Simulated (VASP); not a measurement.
# Ti3Al5 (P4mm) in VASP: single point with r2SCAN

Aim: the single point of Ti3Al5 with r2SCAN.

Program: VASP 6.6.1. These are calculated values, not measurements. Logs are shortened: lines on timing, memory, paths and dates and some standing lists are left out, and cuts for length are marked.

## 1. The cell of the first run

The structure is tetragonal, space group P4mm (No. 99). The conventional cell has a = 3.898 Å, b = 3.898 Å, c = 8.325 Å, α = 90.00°, β = 90.00°, γ = 90.00°. Ti (site symmetry 4mm) has 4 Ti at 2.77 Å and 8 Al at 2.84 Å within 3.7 Å. Ti (site symmetry 4mm) has 12 Al at 2.74 to 2.99 Å and 5 Ti at 3.70 to 3.90 Å within 3.9 Å. Within 3.5 Å of Ti (site symmetry 4mm) lie 8 Al at 2.64 to 3.06 Å and 4 Ti at 2.77 Å. Al (site symmetry 2mm) has 6 Al at 2.76 to 2.82 Å and 6 Ti at 2.84 to 3.06 Å within 3.6 Å. Within 3.5 Å of Al (site symmetry 2mm) lie 6 Ti at 2.64 to 2.84 Å and 6 Al at 2.76 to 2.90 Å. Al (site symmetry 4mm) has 4 Ti at 2.77 Å and 8 Al at 2.82 to 2.90 Å within 3.6 Å.

## 2. Single point, r2SCAN (atoms displaced along a vibrational mode)

Contents of POSCAR:

```
Ti3Al5
1.0
    3.8982868572      0.0000000000      0.0000000000
    0.0000000000      3.8982868572      0.0000000000
    0.0000000000      0.0000000000      8.3249319435
Ti Al
3 5
Direct
    0.0000000000      0.0000000000      0.4971229046
    0.5000000000      0.5000000000     -0.0236944825
    0.5000000000      0.5000000000      0.5315317893
    0.0000000000      0.5000000000      0.2482321093
    0.0000000000      0.5000000000      0.7455704649
    0.5000000000      0.0000000000      0.2482321093
    0.5000000000      0.0000000000      0.7455704649
    0.0000000000      0.0000000000      0.0035951149
```

Contents of INCAR.step1:

```
ALGO     = Normal         # electronic algorithm
EDIFF    = 1E-4           # SCF threshold, eV
ENCUT    = 520            # plane-wave cutoff, eV
GGA      = PE             # functional
ISMEAR   = 0              # smearing method
LASPH    = True           # aspherical terms in the spheres
LCHARG   = False          # write CHGCAR
LREAL    = False          # projectors in reciprocal space
LWAVE    = True           # write WAVECAR
NBANDS   = 36             # bands
NELM     = 100            # most SCF steps
PREC     = Accurate       # precision mode
SIGMA    = 0.15           # smearing width, eV
```

Contents of INCAR.step2:

```
ALGO     = Normal         # electronic algorithm
EDIFF    = 1E-7           # SCF threshold, eV
ENCUT    = 520            # plane-wave cutoff, eV
ISIF     = 2              # what is computed and relaxed
ISMEAR   = 0              # smearing method
ISTART   = 1            
LASPH    = True           # aspherical terms in the spheres
LCHARG   = True           # write CHGCAR
LELF     = True           # ELF
LMIXTAU  = True         
LREAL    = False          # projectors in reciprocal space
LVHAR    = True         
LWAVE    = False          # write WAVECAR
METAGGA  = R2SCAN         # meta-GGA
NBANDS   = 36             # bands
NELM     = 100            # most SCF steps
PREC     = Accurate       # precision mode
SIGMA    = 0.15           # smearing width, eV
```

Contents of KPOINTS:

```
k-points
0
Gamma
  10 10 6
```

Potentials or basis: VASP PAW PBE potentials, release 64 (Ti_sv, Al).

Launch:

```console
cat potpaw_PBE.64/Ti_sv/POTCAR potpaw_PBE.64/Al/POTCAR > POTCAR
cp INCAR.step1 INCAR
mpirun -np 1 vasp_std > vasp.out
cp INCAR.step2 INCAR
mpirun -np 1 vasp_std > vasp.out
```

OUTCAR:

```text
EDIFF = 1E-7
   ENCUT = 520
   ISIF = 2
   ISMEAR = 0
   ISTART = 1
   LASPH = True
   LREAL = False
   METAGGA = R2SCAN
   NELM = 100
   PREC = Accurate

 ion  position               nearest neighbor table
   1  0.000  0.000  0.497-   3 2.77   3 2.77   3 2.77   3 2.77   5 2.84   7 2.84   7 2.84   5 2.84
                             6 2.84   6 2.84   4 2.84   4 2.84
   2  0.500  0.500  0.976-   5 2.74   7 2.74   7 2.74   5 2.74   8 2.77   8 2.77   8 2.77   8 2.77
                             4 2.99   6 2.99   4 2.99   6 2.99
   3  0.500  0.500  0.532-   5 2.64   7 2.64   7 2.64   5 2.64   1 2.77   1 2.77   1 2.77   1 2.77
                             6 3.06   4 3.06   6 3.06   4 3.06
   4  0.000  0.500  0.248-   6 2.76   6 2.76   6 2.76   6 2.76   8 2.82   8 2.82   1 2.84   1 2.84
                             2 2.99   2 2.99   3 3.06   3 3.06
   5  0.000  0.500  0.746-   3 2.64   3 2.64   2 2.74   2 2.74   7 2.76   7 2.76   7 2.76   7 2.76
                             1 2.84   1 2.84   8 2.90   8 2.90
   6  0.500  0.000  0.248-   4 2.76   4 2.76   4 2.76   4 2.76   8 2.82   8 2.82   1 2.84   1 2.84
                             2 2.99   2 2.99   3 3.06   3 3.06
   7  0.500  0.000  0.746-   3 2.64   3 2.64   2 2.74   2 2.74   5 2.76   5 2.76   5 2.76   5 2.76
                             1 2.84   1 2.84   8 2.90   8 2.90
   8  0.000  0.000  0.004-   2 2.77   2 2.77   2 2.77   2 2.77   4 2.82   6 2.82   6 2.82   4 2.82
                             5 2.90   7 2.90   7 2.90   5 2.90

  LATTYP: Found a simple tetragonal cell.
 ALAT       =     3.8982868572
 C/A-ratio  =     2.1355360055

  Lattice vectors:

 A1 = (   3.8982868572,   0.0000000000,   0.0000000000)
 A2 = (   0.0000000000,   3.8982868572,   0.0000000000)
 A3 = (   0.0000000000,   0.0000000000,   8.3249319435)

Analysis of symmetry for initial positions (statically):
=====================================================================
 Subroutine PRICEL returns:
 Original cell was already a primitive cell.

 Routine SETGRP: Setting up the symmetry group for a
 simple tetragonal supercell.

 Subroutine GETGRP returns: Found  8 space group operations
 (whereof  8 operations were pure point group operations)
 out of a pool of 16 trial point group operations.

The static configuration has the point symmetry C_4v.

Analysis of symmetry for dynamics (positions and initial velocities):
=====================================================================
 Subroutine PRICEL returns:
 Original cell was already a primitive cell.

 Routine SETGRP: Setting up the symmetry group for a
 simple tetragonal supercell.

 Subroutine GETGRP returns: Found  8 space group operations
 (whereof  8 operations were pure point group operations)
 out of a pool of 16 trial point group operations.

The dynamic configuration has the point symmetry C_4v.

 Subroutine INISYM returns: Found  8 space group operations
 (whereof  8 operations are pure point group operations),
 and found     1 'primitive' translations

----------------------------------------------------------------------------------------

                                     Primitive cell

  volume of cell :     126.5110

  direct lattice vectors                    reciprocal lattice vectors
     3.898286857  0.000000000  0.000000000     0.256522939  0.000000000  0.000000000
     0.000000000  3.898286857  0.000000000     0.000000000  0.256522939  0.000000000
     0.000000000  0.000000000  8.324931943     0.000000000  0.000000000  0.120121102

  length of vectors
     3.898286857  3.898286857  8.324931943     0.256522939  0.256522939  0.120121102

  position of ions in fractional coordinates (direct lattice)
     0.000000000  0.000000000  0.497122905
     0.500000000  0.500000000  0.976305518
     0.500000000  0.500000000  0.531531789
     0.000000000  0.500000000  0.248232109
     0.000000000  0.500000000  0.745570465
     0.500000000  0.000000000  0.248232109
     0.500000000  0.000000000  0.745570465
     0.000000000  0.000000000  0.003595115

  ion indices of the primitive-cell ions
   primitive index   ion index
                 1           1
                 2           2
                 3           3
                 4           4
                 5           5
                 6           6
                 7           7
                 8           8

----------------------------------------------------------------------------------------

 KPOINTS: k-points

Automatic generation of k-mesh.
 Grid dimensions read from file:
 generate k-points for:   10   10    6

 Generating k-lattice:

  Cartesian coordinates                     Fractional coordinates (reciprocal lattice)
     0.025652294  0.000000000  0.000000000     0.100000000  0.000000000  0.000000000
     0.000000000  0.025652294  0.000000000     0.000000000  0.100000000  0.000000000
     0.000000000  0.000000000  0.020020184     0.000000000  0.000000000  0.166666667

  Length of vectors
     0.025652294  0.025652294  0.020020184

  Shift w.r.t. Gamma in fractional coordinates (k-lattice)
     0.000000000  0.000000000  0.000000000

 Subroutine IBZKPT returns following result:
 ===========================================

 Found     84 irreducible k-points:

 Following reciprocal coordinates:
            Coordinates               Weight
  0.000000  0.000000  0.000000      1.000000
  0.100000  0.000000  0.000000      4.000000
  0.200000  0.000000  0.000000      4.000000
  0.300000  0.000000  0.000000      4.000000
  0.400000  0.000000  0.000000      4.000000
  0.500000  0.000000  0.000000      2.000000
[... 16 lines left out ...]
  0.100000  0.000000  0.166667      8.000000
  0.200000  0.000000  0.166667      8.000000
 [... further k-points ...]
   k-points           NKPTS =     84   k-points in BZ     NKDIM =     84   number of bands    NBANDS=     36
   number of dos      NEDOS =    301   number of ions     NIONS =      8
   total plane-waves  NPLWV =  57600
   dimension x,y,z NGX =    30 NGY =   30 NGZ =   64
   dimension x,y,z NGXF=    60 NGYF=   60 NGZF=  128
   ions per type =               3   5
   NGX,Y,Z   is equivalent  to a cutoff of  12.79, 12.79, 12.78 a.u.
   NGXF,Y,Z  is equivalent  to a cutoff of  25.59, 25.59, 25.56 a.u.
 SYSTEM =  unknown system
   PREC   = accura    normal or accurate (medium, high low for compatibility)
   ISTART =      1    job   : 0-new  1-cont  2-samecut
   ICHARG =      0    charge: 1-file 2-atom 10-const
   ISPIN  =      1    spin polarized calculation?
   LNONCOLLINEAR =      F non collinear calculations
   LSORBIT =      F    spin-orbit coupling
   LASPH  =      T    aspherical Exc in radial PAW
   ENCUT  =  520.0 eV  38.22 Ry    6.18 a.u.   7.25  7.25 15.48*2*pi/ulx,y,z
   NELM   =    100;   NELMIN=  2; NELMDL=  0     # of ELM steps
   EDIFF  = 0.1E-06   stopping-criterion for ELM
   LREAL  =      F    real-space projection
   EDIFFG = 0.1E-05   stopping-criterion for IOM
   NSW    =      0    number of steps for IOM
   IBRION =     -1    ionic relax: 0-MD 1-quasi-New 2-CG
   NFREE  =      0    steps in history (QN), initial steepest desc. (CG)
   ISIF   =      2    stress and relaxation
   ISYM   =      2    0-nonsym 1-usesym 2-fastsym
   POTIM  = 0.5000    time-step for ionic-motion
   TEBEG  =    0.0;   TEEND  =   0.0 temperature during run
   PSTRESS=    0.0 pullay stress
   NELECT =      51.0000    total number of electrons
   NUPDOWN=      -1.0000    fix difference up-down
   EMIN   =  10.00;   EMAX   =-10.00  energy-range for DOS
   EFERMI =   0.00;   METHOD = LEGACY
   ISMEAR =     0;   SIGMA  =   0.15  broadening in eV -4-tet -1-fermi 0-gaus
   EFERMI_NEDOS =   21; number of points for ismear=-14 and -15
   IALGO  =     38    algorithm
   IMIX   =      4    mixing-type and parameters
     AMIX     =   0.40;   BMIX     =  1.00
     AMIX_MAG =   1.60;   BMIX_MAG =  1.00
  volume/ion in A,a.u.               =      15.81       106.72
  Fermi-wavevector in a.u.,A,eV,Ry     =   1.209360  2.285358 19.899210  1.462551
  Thomas-Fermi vector in A             =   2.344939
   LORBIT       =      0    0 simple, 1 ext, 2 COOP (PROOUT), +10 PAW based schemes
   METAGGA = R2SCAN    functional components
   LHFCALC =     F    Hartree Fock is set to
   AEXX    =    0.0000 exact exchange contribution
   IVDW    =     0    specifies the selected vdW correction
   LEPSILON=     F    determine dielectric tensor
   LRPA    =     F    only Hartree local field effects (RPA)
 non-spin polarized calculation
 Gauss-broadening in eV      SIGMA  =   0.15
  energy-cutoff  :      520.00
  volume of cell :      126.51
 maximum number of plane-waves:      3444
 NGX is ok and might be reduce to    30
   NGX = 15   NGY = 15   NGZ = 31

 number of electron      50.9999994 magnetization

 Free energy of the ion-electron system (eV)
  ---------------------------------------------------
  ext. energy  EPLUGINS =         0.00000000
  ---------------------------------------------------
  free energy    TOTEN  =       -75.81624665 eV

  energy without entropy =      -75.76628995  energy(sigma->0) =      -75.79126830

 E-fermi :   8.5589     XC(G=0): -11.7230

 val. band max:        8.5586313447   @ k =   0.4000   0.4000   0.1667
 cond. band min:       8.5593237806   @ k =   0.5000   0.1000   0.0000
 fundamental gap:      0.0006924359
 Fermi energy:         8.5589027313

 k-point     1 :       0.0000    0.0000    0.0000
  band No.  band energies     occupation
      1     -50.4988      2.00000
      2     -50.3614      2.00000
      3     -50.1550      2.00000
      4     -25.7571      2.00000
      5     -25.7571      2.00000
      6     -25.7536      2.00000
[... 28 lines left out ...]
     35      11.3133      0.00000
     36      12.4137      0.00000

 k-point     2 :       0.1000    0.0000    0.0000
  band No.  band energies     occupation
      1     -50.4987      2.00000
      2     -50.3587      2.00000
      3     -50.1575      2.00000
      4     -25.7594      2.00000
      5     -25.7569      2.00000
      6     -25.7537      2.00000
[... 28 lines left out ...]
     35      11.3581      0.00000
     36      12.3233      0.00000

 k-point     3 :       0.2000    0.0000    0.0000
  band No.  band energies     occupation
      1     -50.4984      2.00000
      2     -50.3514      2.00000
      3     -50.1646      2.00000
      4     -25.7655      2.00000
      5     -25.7565      2.00000
      6     -25.7523      2.00000
[... 28 lines left out ...]
     35      11.5473      0.00000
     36      12.2335      0.00000
[... 742 lines left out ...]
 k-point    23 :       0.1000    0.0000    0.1667
  band No.  band energies     occupation
      1     -50.4987      2.00000
      2     -50.3587      2.00000
      3     -50.1575      2.00000
      4     -25.7594      2.00000
      5     -25.7569      2.00000
      6     -25.7532      2.00000
[... 28 lines left out ...]
     35      11.2279      0.00000
     36      12.3130      0.00000

 k-point    24 :       0.2000    0.0000    0.1667
  band No.  band energies     occupation
      1     -50.4984      2.00000
      2     -50.3514      2.00000
      3     -50.1646      2.00000
      4     -25.7655      2.00000
      5     -25.7565      2.00000
      6     -25.7519      2.00000
[... 28 lines left out ...]
     35      11.5680      0.00000
     36      12.2068      0.00000

 [... further k-points ...]

------------------------ aborting loop because EDIFF is reached ----------------------------------------

  FORCE on cell =-STRESS in cart. coord.  units (eV):
  Direction    XX          YY          ZZ          XY          YZ          ZX
  --------------------------------------------------------------------------------------
  -------------------------------------------------------------------------------------
  Total        0.7873041      0.7873041      0.8776503      0.0000000      0.0000000      0.0000000
  in kB        9.9706814      9.9706814     11.1148552      0.0000000      0.0000000      0.0000000
  external PRESSURE =      10.3520726 kB  Pullay stress =       0.0000000 kB

 VOLUME and BASIS-vectors are now :
 -----------------------------------------------------------------------------
  energy-cutoff  :      520.00
  volume of cell :      126.51
      direct lattice vectors                 reciprocal lattice vectors
     3.898286857  0.000000000  0.000000000     0.256522939  0.000000000  0.000000000
     0.000000000  3.898286857  0.000000000     0.000000000  0.256522939  0.000000000
     0.000000000  0.000000000  8.324931943     0.000000000  0.000000000  0.120121102

 POSITION                                       TOTAL-FORCE (eV/Angst)
 -----------------------------------------------------------------------------------
      0.00000      0.00000      4.13851         0.000000      0.000000      0.141814
      1.94914      1.94914      8.12768         0.000000     -0.000000      1.039291
      1.94914      1.94914      4.42497         0.000000      0.000000     -1.684050
      0.00000      1.94914      2.06652         0.000000      0.000000      0.013124
      0.00000      1.94914      6.20682        -0.000000      0.000000      0.283927
      1.94914      0.00000      2.06652         0.000000      0.000000      0.013124
      1.94914      0.00000      6.20682         0.000000      0.000000      0.283927
      0.00000      0.00000      0.02993        -0.000000      0.000000     -0.091156
 -----------------------------------------------------------------------------------
    total drift:                                0.000000      0.000000     -0.001954

  FREE ENERGIE OF THE ION-ELECTRON SYSTEM (eV)
  ---------------------------------------------------
  free  energy   TOTEN  =       -75.8162466464 eV

  energy  without entropy=      -75.7662899454  energy(sigma->0) =      -75.79126830
```

Run time: 14 min. Hardware: 1 thread of AMD EPYC 9R45 (Zen 5), shared host; peak memory 0.41 GiB.

Results:

```yaml
Free_energy: -75.8162 eV
Pressure: 1.0 GPa
Largest_force: 1.684 eV/Å
Band_gap_on_the_k_mesh: zero (an odd number of electrons rules out a gap without spin polarisation)
```

Forces on the atoms (eV/Å):
```
Ti   0.000  0.000  0.142
Ti   0.000  0.000  1.039
Ti   0.000  0.000 -1.684
Al   0.000  0.000  0.013
Al   0.000  0.000  0.284
Al   0.000  0.000  0.013
Al   0.000  0.000  0.284
Al   0.000  0.000 -0.091
```

Levels at points of the mesh, in eV from the Fermi level:
```
           k point  band 23  band 24  band 25  band 26  band 27  band 28
(0.00, 0.00, 0.00)    -1.12    -0.89    -0.25     0.27     0.27     0.70
(0.50, 0.00, 0.00)    -0.72    -0.62    -0.37     0.14     0.68     0.91
(0.50, 0.50, 0.00)    -2.25    -1.44    -1.44    -0.91    -0.05     1.07
(0.00, 0.00, 0.50)    -0.89    -0.87     0.27     0.57     0.68     0.68
(0.50, 0.00, 0.50)    -0.56    -0.23    -0.18    -0.13     0.67     0.89
(0.50, 0.50, 0.50)    -1.49    -1.19    -1.19    -0.53    -0.53     1.32
```

Caveat: the cell differs from its parent crystal (atoms displaced along a vibrational mode); the PAW data sets were made with another functional, which shifts forces and pressure a little.
